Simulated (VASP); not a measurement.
Runs of VASP 6.6.1 on SnO2 (Cassiterite). The structure is that of space group P4_2/mnm (No. 136), or close to it. The cells are those of the table. 

| cell | gap on the mesh (eV) | pressure (GPa) | largest force (eV/Å) |
| --- | --- | --- | --- |
| a = 4.738, b = 4.738, c = 3.187 Å, 6 atoms | 1.27 | 11.8 | (a) |
| a = 4.608, b = 4.608, c = 3.099 Å, 6 atoms | 2.30 | 35.5 | (c) |
| a = 4.696, b = 4.696, c = 3.158 Å, 6 atoms | 1.59 | 18.5 | 0.41 |
| a = 4.652, b = 4.652, c = 3.129 Å, 6 atoms | 1.94 | 26.4 | 0.54 |
| a = 4.861, b = 4.861, c = 3.269 Å, 6 atoms | 0.42 | -3.5 | - |
| a = 4.821, b = 4.821, c = 3.242 Å, 6 atoms | 0.69 | (b) | 0.09 |
| a = 4.780, b = 4.780, c = 3.215 Å, 6 atoms | 0.97 | 5.9 | 0.19 |

Alike in all rows: task single point; level PBE; potentials or basis VASP PAW PBE potentials, release 64 (Sn_d, O); no spin polarisation; k mesh 4 × 4 × 6; cutoff (eV) 520; smearing gaussian 0.01 eV.

Question: Estimate the missing entries.

Answer: (a) 0.29; (b) 0.9; (c) 0.69.

Caveats: spin-orbit coupling is left out, which moves the levels of the heavy elements.

A k mesh can miss the band edges, and the runs leave out spin-orbit coupling on Sn.
